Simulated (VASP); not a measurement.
Pt:

```
Pt
1.0
    -1.58422    1.58422    1.58422
     1.58422   -1.58422    1.58422
     1.58422    1.58422   -1.58422
Pt
1
Direct
  0.00000 0.00000 0.00000
```

This isn't the form of Pt at room conditions, which is fcc.

Base run:

```yaml
Program: VASP 6.6.1
Functional: r2SCAN
Potentials_or_basis: VASP PAW PBE potentials, release 64 (Pt_sv_GW)
Cutoff: 550 eV
k_mesh: 12 × 12 × 12
Occupations: fermi-dirac, width 0.05 eV
Spin: no spin polarisation
```

Its results: band gap on the k mesh zero (bands 9 and 10 overlap by 2.30 eV); pressure -8.8 GPa.

Problem. The run is repeated on the same cell with these changes: functional from r2SCAN to HF; cutoff from 550 eV to 430 eV; k mesh from 12 × 12 × 12 to 6 × 6 × 6. What comes out?

Solution. Band gap on the k mesh zero (bands 9 and 10 overlap by 8.30 eV); pressure -1.0 GPa.

Several settings changed at once.

Caveats: some runs use coarse meshes; the PAW data sets were made with another functional, which shifts forces and pressure a little; spin-orbit coupling is left out, which moves the levels of the heavy elements; the cell stands under tension (at least some runs).
